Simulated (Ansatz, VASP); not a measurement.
## Two plane-wave programs on LiF

Contents of INCAR:

```
SYSTEM = LiF
PREC = Accurate
ENCUT = 520
EDIFF = 1E-7
ISMEAR = 0
SIGMA = 0.01
LREAL = .FALSE.
LASPH = .TRUE.
NELM = 80
ALGO = Normal
ISIF = 2
LWAVE = .FALSE.
LCHARG = .TRUE.
GGA = PE
LELF = .TRUE.
LVHAR = .TRUE.
NBANDS = 12
```

Contents of KPOINTS:

```
regular mesh
0
G
  8 8 8
  0 0 0
```

File POSCAR:

```
LiF
1.0
    0.0000000000      2.1819030187      2.1819030187
    2.1819030187      0.0000000000      2.1819030187
    2.1819030187      2.1819030187      0.0000000000
Li F
1 1
Direct
    0.0000000000      0.0000000000      0.0000000000
    0.2500000000      0.2500000000      0.2500000000
```

Input for Ansatz:

```yaml
crystal:
  lattice:
    - [0.0, 2.1819030187, 2.1819030187]
    - [2.1819030187, 0.0, 2.1819030187]
    - [2.1819030187, 2.1819030187, 0.0]
  atoms:
    - { symbol: Li, position: [0.0, 0.0, 0.0] }
    - { symbol: F, position: [0.25, 0.25, 0.25] }
kpoints:
  mp_grid: { grid: [8, 8, 8] }
hamiltonian:
  xc: pbe
scf:
  occupations: { method: fixed }
  n_extra_bands: 4
output:
  forces: true
  stress: true
  eigenvalues: true
```

Alike in both runs: task single point; functional PBE; k mesh 8 × 8 × 8; no spin polarisation.

|  | VASP | Ansatz |
| --- | --- | --- |
| version | VASP 6.6.1 | Ansatz 0.2.0 |
| potentials or method | VASP PAW PBE potentials, release 64 (Li_sv, F) | plane waves, PAW |
| plane-wave cutoff (eV) | 520 | 420 |
| occupations | gaussian, width 0.01 eV | fixed |
| valence electrons in the cell | 10 | 10 |

Ansatz gave:

| Property | Result |
| --- | --- |
| gap on the k mesh at the Fermi level (eV) | 7.65 |

Task: Which values does VASP return?

Result: gap on the k mesh at the Fermi level (eV): 7.64.

Noted on VASP's run: the cutoff is short for stress, so the pressure is rough.
